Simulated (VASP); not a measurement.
Input of a VASP 6.6.1 run:

The input INCAR:

```
SYSTEM = NaCl
PREC = Accurate
ENCUT = 520
EDIFF = 1E-6
ISMEAR = 0
SIGMA = 0.05
LREAL = .FALSE.
LASPH = .TRUE.
NELM = 60
ALGO = Normal
ISIF = 2
LWAVE = .FALSE.
LCHARG = .TRUE.
GGA = PE
LELF = .TRUE.
LVHAR = .TRUE.
NBANDS = 14
```

The input KPOINTS:

```
regular mesh
0
G
  8 8 8
  0 0 0
```

The input POSCAR:

```
NaCl
1.0
    0.0000000000      2.6052100000      2.7184800000
    2.6052100000      0.0000000000      2.7184800000
    2.6052100000      2.6052100000      0.0000000000
Na Cl
1 1
Direct
    0.0000000000      0.0000000000      0.0000000000
    0.5000000000      0.5000000000      0.5000000000
```

Potentials or basis: VASP PAW PBE potentials, release 64 (Na_pv, Cl).

Run with:

```bash
$ cat potpaw_PBE.64/Na_pv/POTCAR potpaw_PBE.64/Cl/POTCAR > POTCAR
$ mpirun -np 1 vasp_std > vasp.out
```

Q: Estimate the band gap on the k mesh.

A: 5.96 eV.

Q: What does it give for the pressure?

A: 9.2 GPa.

Stress tensor (GPa, compression positive):
```
10.67  0.00  0.00
 0.00 10.67  0.00
 0.00  0.00  6.27
```

Caveat: the cell differs from its parent crystal (strain -0.080 along x and y, -0.040 along z); the cell stands under pressure.
